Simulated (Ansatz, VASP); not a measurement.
**Two plane-wave programs on Ti3H2**

```
Ti H
1.0
     3.54049    0.00000    0.00000
     0.00000    3.54049    0.00000
     0.00000    0.00000    5.35746
Ti H
3 2
Direct
  0.00000 0.00000 0.24411
  0.00000 0.00000 0.75589
  0.50000 0.50000 0.00000
  0.00000 0.50000 0.00000
  0.50000 0.00000 0.00000
```

Alike in both runs: functional PBE; k mesh 5 × 5 × 3; occupations gaussian, width 0.2 eV; no spin polarisation.

Ansatz relaxed the structure, and its values are those at the end. VASP's run is a single point on that final structure, the one shown.

|  | VASP | Ansatz |
| --- | --- | --- |
| version | VASP 6.6.1 | Ansatz 0.2.0 |
| potentials or method | VASP PAW PBE potentials, release 64 (Ti_sv, H), cutoff 500 eV | scalar-relativistic, plane waves, PAW |
| valence electrons in the cell | 38 | 38 |

```csv
,VASP,Ansatz,Ansatz less VASP
gap on the k mesh at the Fermi level (eV),none,none,-
pressure (GPa),0.2,0.3,+0.13
```

A gap of «none» marks a metal or a gap that the smearing closes.

The k mesh is coarse, so the values compare programs but aren't converged.
